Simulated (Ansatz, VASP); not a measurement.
**Sn4Se: VASP beside Ansatz**

```
CELL_PARAMETERS angstrom
-3.40944 3.40944 3.40944
3.40944 -3.40944 3.40944
3.40944 3.40944 -3.40944
ATOMIC_POSITIONS crystal
Sn 0.00000 0.00000 0.50000
Sn 0.00000 0.50000 0.00000
Sn 0.50000 0.00000 0.00000
Sn 0.50000 0.50000 0.50000
Se 0.00000 0.00000 0.00000
```

Change from the starting cell: species swapped into the MnGa4 type (Im-3m, No. 229).

Alike in both runs: functional PBE; k mesh 4 × 4 × 4; occupations gaussian, width 0.1 eV; no spin polarisation.

Ansatz relaxed the structure, and its values are those at the end. VASP's run is a single point on that final structure, the one shown.

```csv
,VASP,Ansatz
version,VASP 6.6.1,Ansatz 0.2.0
potentials or method,"VASP PAW PBE potentials, release 64 (Sn_d, Se), cutoff 520 eV","scalar-relativistic, plane waves, PAW"
valence electrons in the cell,62,72
```

```tsv
	VASP	Ansatz	Ansatz less VASP
gap on the k mesh at the Fermi level (eV)	none	none	-
pressure (GPa)	-0.1	-0.1	+0.03
```

A gap of «none» marks a metal or a gap that the smearing closes. VASP's potentials hold 62 valence electrons a cell and Ansatz's 72, so a difference there can come from the potentials and not from the codes.
